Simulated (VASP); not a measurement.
# Tb (P6_3/mmc) in VASP: single point with revPBE

Aim: the single point of Tb with revPBE.

All numbers are computed with VASP 6.6.1; they aren't measurements. Logs are shortened: lines on timing, memory, paths and dates and some standing lists are left out, and cuts for length are marked.

### 1 The cell of the first run

It takes space group P6_3/mmc (No. 194, hexagonal). Conventional cell: a = 3.650 Å, b = 3.650 Å, c = 5.855 Å, α = 90.00°, β = 90.00°, γ = 120.00°. Tb (site symmetry -6m2) has 12 Tb at 3.61 to 3.65 Å within 4.7 Å.

### 2 Single point, revPBE, collinear spin, antiferromagnetic start

INCAR reads:

```
SYSTEM = Tb
ALGO = Normal
EDIFF = 1E-6
ENCUT = 520
GGA = RE
ISIF = 2
ISMEAR = -1
ISPIN = 2
LASPH = .True.
LCHARG = .False.
LMAXMIX = 6
LORBIT = 11
LREAL = .False.
LWAVE = .False.
MAGMOM = 5.945 -5.945
NBANDS = 30
NELM = 150
PREC = Accurate
SIGMA = 0.1
```

KPOINTS reads:

```
k-points
0
Gamma
  5 5 3
  0 0 0
```

POSCAR reads:

```
Tb
1.0
    3.6503808380      0.0000000000      0.0000000000
   -1.8251904190      3.1613225392      0.0000000000
    0.0000000000      0.0000000000      5.8553874766
Tb
2
Direct
    0.3333333333      0.6666666667      0.2500000000
    0.6666666667      0.3333333333      0.7500000000
```

Potentials or basis: VASP PAW PBE potentials, release 64 (Tb).

Started as:

```
> cat potpaw_PBE.64/Tb/POTCAR > POTCAR
> mpirun -np 1 vasp_std > vasp.out
```

OUTCAR:

```text
SYSTEM = Tb
   EDIFF = 1E-6
   ENCUT = 520
   GGA = RE
   ISIF = 2
   ISMEAR = -1
   ISPIN = 2
   LASPH = .True.
   LORBIT = 11
   LREAL = .False.
   NELM = 150
   PREC = Accurate

 ion  position               nearest neighbor table
   1  0.333  0.667  0.250-
   2  0.667  0.333  0.750-

  LATTYP: Found a hexagonal cell.
 ALAT       =     3.6503808380
 C/A-ratio  =     1.6040483819

  Lattice vectors:

 A1 = (   3.6503808380,   0.0000000000,   0.0000000000)
 A2 = (  -1.8251904190,   3.1613225392,   0.0000000000)
 A3 = (   0.0000000000,   0.0000000000,   5.8553874766)

Analysis of symmetry for initial positions (statically):
=====================================================================
 Subroutine PRICEL returns:
 Original cell was already a primitive cell.

 Routine SETGRP: Setting up the symmetry group for a
 hexagonal supercell.

 Subroutine GETGRP returns: Found 24 space group operations
 (whereof 12 operations were pure point group operations)
 out of a pool of 24 trial point group operations.

The static configuration has the point symmetry D_3d.
 The point group associated with its full space group is D_6h.

Analysis of symmetry for dynamics (positions and initial velocities):
=====================================================================
 Subroutine PRICEL returns:
 Original cell was already a primitive cell.

 Routine SETGRP: Setting up the symmetry group for a
 hexagonal supercell.

 Subroutine GETGRP returns: Found 24 space group operations
 (whereof 12 operations were pure point group operations)
 out of a pool of 24 trial point group operations.

The dynamic configuration has the point symmetry D_3d.
 The point group associated with its full space group is D_6h.

Analysis of structural, dynamic, and magnetic symmetry:
=====================================================================
 Subroutine PRICEL returns:
 Original cell was already a primitive cell.

 Routine SETGRP: Setting up the symmetry group for a
 hexagonal supercell.

 Subroutine GETGRP returns: Found 24 space group operations
 (whereof 12 operations were pure point group operations)
 out of a pool of 24 trial point group operations.

The overall configuration has the point symmetry D_3d.
 The point group associated with its full space group is D_6h.

 Subroutine INISYM returns: Found 24 space group operations
[... 103 lines left out ...]
  volume/ion in A,a.u.               =      33.79       228.00
  Fermi-wavevector in a.u.,A,eV,Ry     =   1.351290  2.553567 24.844021  1.825984
  Thomas-Fermi vector in A             =   2.478724
   LORBIT       =     11    0 simple, 1 ext, 2 COOP (PROOUT), +10 PAW based schemes
   GGA     = RE    functional components
   LHFCALC =     F    Hartree Fock is set to
   AEXX    =    0.0000 exact exchange contribution
   IVDW    =     0    specifies the selected vdW correction
   LEPSILON=     F    determine dielectric tensor
   LRPA    =     F    only Hartree local field effects (RPA)
 spin polarized calculation
  energy-cutoff  :      520.00
  volume of cell :       67.57
 maximum number of plane-waves:      1834
 NGX is ok and might be reduce to    28
   NGX = 13   NGY = 13   NGZ = 21

 number of electron      38.0000020 magnetization       0.0000000

 number of electron      38.0000020 magnetization      -0.0000000

 Free energy of the ion-electron system (eV)
  ---------------------------------------------------
  ext. energy  EPLUGINS =         0.00000000
  ---------------------------------------------------
  free energy    TOTEN  =       -18.80961940 eV

  energy without entropy =      -18.44301301  energy(sigma->0) =      -18.62631620

 E-fermi :   2.7470     XC(G=0):  -9.7695

 val. band max:        2.7329961690   @ k =   0.4000   0.0000   0.0000
 cond. band min:       2.8376602780   @ k =   0.4000   0.2000   0.3333
 fundamental gap:      0.1046641090
 Fermi energy:         2.7470090380

 spin component 1

 k-point     1 :       0.0000    0.0000    0.0000
  band No.  band energies     occupation
      1     -43.4139      1.00000
      2     -40.7802      1.00000
      3     -20.1178      1.00000
      4     -19.7996      1.00000
      5     -19.7996      1.00000
      6     -18.1229      1.00000
[... 319 lines left out ...]
     29       5.5638      0.00000
     30       6.7487      0.00000
 Fermi energy:         2.7470090380

 spin component 2

 k-point     1 :       0.0000    0.0000    0.0000
  band No.  band energies     occupation
      1     -43.4139      1.00000
      2     -40.7802      1.00000
      3     -20.1178      1.00000
      4     -19.7996      1.00000
      5     -19.7996      1.00000
      6     -18.1229      1.00000
[... 319 lines left out ...]
     29       5.5638      0.00000
     30       6.7487      0.00000

------------------------ aborting loop because EDIFF is reached ----------------------------------------

  FORCE on cell =-STRESS in cart. coord.  units (eV):
  Direction    XX          YY          ZZ          XY          YZ          ZX
  --------------------------------------------------------------------------------------
  -------------------------------------------------------------------------------------
  Total        0.3107470      0.3107470      0.1603847      0.0000000      0.0000000      0.0000000
  in kB        7.3680906      7.3680906      3.8028653      0.0000000      0.0000000      0.0000000
  external PRESSURE =       6.1796822 kB  Pullay stress =       0.0000000 kB

 VOLUME and BASIS-vectors are now :
 -----------------------------------------------------------------------------
  energy-cutoff  :      520.00
  volume of cell :       67.57
      direct lattice vectors                 reciprocal lattice vectors
     3.650380838  0.000000000  0.000000000     0.273944020  0.158161653  0.000000000
    -1.825190419  3.161322539  0.000000000     0.000000000  0.316323307  0.000000000
     0.000000000  0.000000000  5.855387477     0.000000000  0.000000000  0.170782891

 POSITION                                       TOTAL-FORCE (eV/Angst)
 -----------------------------------------------------------------------------------
     -0.00000      2.10755      1.46385        -0.000000      0.000000      0.000000
      1.82519      1.05377      4.39154         0.000000     -0.000000      0.000000
 -----------------------------------------------------------------------------------
    total drift:                               -0.000000      0.000000     -0.000000

  FREE ENERGIE OF THE ION-ELECTRON SYSTEM (eV)
  ---------------------------------------------------
  free  energy   TOTEN  =       -18.8096193977 eV

  energy  without entropy=      -18.4430130067  energy(sigma->0) =      -18.62631620

 total charge

# of ion       s       p       d       f       tot
--------------------------------------------------
    1        2.083   5.611   0.477   8.137  16.309
    2        2.083   5.611   0.477   8.137  16.309
--------------------------------------------------
tot          4.166  11.223   0.954  16.275  32.618

 magnetization (x)

# of ion       s       p       d       f       tot
--------------------------------------------------
    1        0.005  -0.050   0.116   5.662   5.733
    2       -0.005   0.050  -0.116  -5.662  -5.733
--------------------------------------------------
tot          0.000   0.000   0.000   0.000   0.000
```

OSZICAR:

```text
N       E                     dE             d eps       ncg     rms          rms(c)
DAV:   1     0.264030154337E+03    0.26403E+03   -0.12885E+04  1666   0.591E+03
DAV:   2     0.453538108956E+02   -0.21868E+03   -0.19858E+03  1578   0.438E+02
DAV:   3    -0.697990745192E+01   -0.52334E+02   -0.49786E+02  1844   0.181E+02
DAV:   4    -0.155112959276E+02   -0.85314E+01   -0.84339E+01  2382   0.636E+01
[... 47 lines left out ...]
DAV:  52    -0.188096145616E+02    0.53165E-05   -0.25069E-05  1736   0.507E-02    0.232E-01
DAV:  53    -0.188096136890E+02    0.87263E-06   -0.86577E-05  1550   0.970E-02    0.138E-01
DAV:  54    -0.188096291740E+02   -0.15485E-04   -0.35880E-05  1836   0.632E-02    0.200E-01
DAV:  55    -0.188096200905E+02    0.90835E-05   -0.28477E-05  1492   0.614E-02    0.945E-02
DAV:  56    -0.188096193977E+02    0.69274E-06   -0.46230E-06  1008   0.281E-02
   1 F= -.18809619E+02 E0= -.18626316E+02  d E =-.366606E+00  mag=    -0.0000
```

Run time: 3.5 min. Hardware: 1 thread of AMD EPYC 9R14 (Zen 4), shared host; peak memory 0.2 GiB.

What came out:

| Item | Value |
| --- | --- |
| Free energy | -18.8096 eV |
| Pressure | 0.6 GPa |
| Band gap on the k mesh | zero (filled and empty bands overlap) |
| Net moment | 0.00 μB per cell |
| Site moments | Tb +5.73, -5.73 μB |
| Valence electrons inside the program's atomic spheres | Tb 16.31 |

Levels at points of the mesh, in eV from the Fermi level:
Spin up:
```
           k point  band 16  band 17  band 18  band 19  band 20  band 21  band 22  band 23
(0.00, 0.00, 0.00)    -3.65    -1.86    -0.14    -0.11     0.28     0.28     0.71     0.71
```
Spin down:
```
           k point  band 15  band 16  band 17  band 18  band 19  band 20  band 21  band 22  band 23  band 24
(0.00, 0.00, 0.00)    -3.79    -3.65    -1.86    -0.14    -0.11     0.28     0.28     0.71     0.71     0.93
```

Caveat: the k points lie up to 0.40 Å⁻¹ apart; the magnetic or orbital state may not be the lowest; the PAW data sets were made with another functional, which shifts forces and pressure a little; spin-orbit coupling is left out, which moves the levels of the heavy elements; semilocal functionals describe open f shells poorly, which spoils levels, moments and volumes.
